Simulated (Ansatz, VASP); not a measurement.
# One calculation of PbSe, two programs

```xyz
2
Lattice="0.0000 3.3266 2.5947 3.3266 0.0000 2.5947 3.3266 3.3266 0.0000" Properties=species:S:1:pos:R:3 pbc="T T T"
Pb    0.0000    0.0000    0.0000
Se    3.3266    3.3266    2.5947
```

Alike in both runs: task single point; functional r2SCAN; k mesh 10 × 10 × 10; occupations gaussian, width 0.05 eV; no spin polarisation.

```csv
,VASP,Ansatz
version,VASP 6.6.1,Ansatz 0.2.0
potentials or method,"VASP PAW PBE potentials, release 64 (Pb_d, Se), cutoff 520 eV","scalar-relativistic, plane waves, PAW"
valence electrons in the cell,20,30
```

|  | VASP | Ansatz | Ansatz less VASP |
| --- | --- | --- | --- |
| gap on the k mesh at the Fermi level (eV) | none | none | - |
| pressure (GPa) | 10.5 | 10.5 | 0.00 |
| traceless stress, the component that is largest in VASP (GPa) | 27.47 | 27.44 | -0.024 |

VASP's potentials were made for PBE, not for r2SCAN. A gap of «none» marks a metal or a gap that the smearing closes. VASP's potentials hold 20 valence electrons a cell and Ansatz's 30, so a difference there can come from the potentials and not from the codes.

Neither program's run includes spin-orbit coupling.
